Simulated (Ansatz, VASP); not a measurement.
## One calculation of Cr, two programs

Contents of INCAR:

```
SYSTEM = Cr
PREC = Accurate
ENCUT = 520
EDIFF = 1E-6
ISMEAR = -1
SIGMA = 0.1
LREAL = .FALSE.
LASPH = .TRUE.
NELM = 80
ALGO = Normal
ISIF = 2
LWAVE = .FALSE.
LCHARG = .TRUE.
GGA = PE
LELF = .TRUE.
LVHAR = .TRUE.
NBANDS = 25
```

Contents of KPOINTS:

```
regular mesh
0
G
  10 10 15
  0 0 0
```

The input POSCAR:

```
Cr
1.0
    4.3967075563      0.0000000000      0.0000000000
   -2.1983537782      3.8076604368      0.0000000000
    0.0000000000      0.0000000000      2.3786056623
Cr
3
Direct
    1.0000000000      0.0000000000      0.0000000000
    0.3333333333      0.6666666667      0.5000000000
    0.6666666667      0.3333333333      0.5000000000
```

Input for Ansatz:

```yaml
crystal:
  lattice:
    - [4.3967075563, 0.0, 0.0]
    - [-2.1983537782, 3.8076604368, 0.0]
    - [0.0, 0.0, 2.3786056623]
  atoms:
    - { symbol: Cr, position: [1.0, 0.0, 0.0] }
    - { symbol: Cr, position: [0.3333333333, 0.6666666667, 0.5] }
    - { symbol: Cr, position: [0.6666666667, 0.3333333333, 0.5] }
hamiltonian:
  xc: pbe
  pseudopotentials:
    kind: paw
    azcp:
      Cr: "pseudopotentials/Cr.paw.azcp"
basis:
  ecutwfc: 420
  fft_grid_basis: typed
kpoints:
  mp_grid: { grid: [10, 10, 15], shift: [0, 0, 0] }
magnetization:
  spin_polarized: false
scf:
  occupations: { method: fermi_dirac, width: 0.1 }
  lower_state_search: "off"
output:
  stress: true
```

Alike in both runs: task single point; functional PBE; k mesh 10 × 10 × 15; occupations fermi-dirac, width 0.1 eV; no spin polarisation.

|  | VASP | Ansatz |
| --- | --- | --- |
| version | VASP 6.6.1 | Ansatz 0.2.0 |
| potentials or method | VASP PAW PBE potentials, release 64 (Cr_pv), cutoff 520 eV | plane waves (420 eV) with PAW, scalar-relativistic |
| valence electrons in the cell | 36 | 42 |

Ansatz gave:

```
pressure (GPa)                                                : -20.9
traceless stress, the component that is largest in VASP (GPa) : -0.70
```

Question: What did VASP give for the same quantities?

Answer: Pressure (GPa): -21.2; traceless stress, the component that is largest in VASP (GPa): -0.80.

VASP's potentials hold 36 valence electrons a cell and Ansatz's 42, so a difference there can come from the potentials and not from the codes.
